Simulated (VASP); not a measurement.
Runs of VASP 6.6.1 on Ti. The structure is that of space group I4/mmm (No. 139), or close to it. The cells are those of the table. 

| cell | gap on the mesh (eV) | pressure (GPa) |
| --- | --- | --- |
| a = 2.967 Å, angles 123.4, 123.4, 84.2°, 1 atom | none | -4.9 |
| a = 2.681 Å, angles 111.6, 111.6, 105.4°, 1 atom | none | 15.0 |
| a = 2.626 Å, angles 111.6, 111.6, 105.4°, 1 atom | none | (b) |
| a = 2.832 Å, angles 111.6, 111.6, 105.4°, 1 atom | none | -5.4 |
| a = 2.787 Å, angles 118.4, 118.4, 92.7°, 1 atom | none | 7.7 |
| a = 2.783 Å, angles 107.5, 107.5, 113.5°, 1 atom | none | -0.1 |
| a = 2.889 Å, angles 105.7, 105.7, 117.3°, 1 atom | none | (a) |
| a = 2.832 Å, angles 107.5, 107.5, 113.5°, 1 atom | none | -5.4 |

Alike in all rows: task single point; level PBEsol; potentials or basis VASP PAW PBE potentials, release 64 (Ti_sv); no spin polarisation; k mesh 22 × 22 × 22; cutoff (eV) 520; smearing gaussian 0.15 eV.

**Question.** Estimate the missing entries.

**Answer.** (a) -9.9; (b) 25.6.

Caveats: the PAW data sets were made with another functional, which shifts forces and pressure a little.

A gap of «none» marks levels without a gap at the run's occupations.
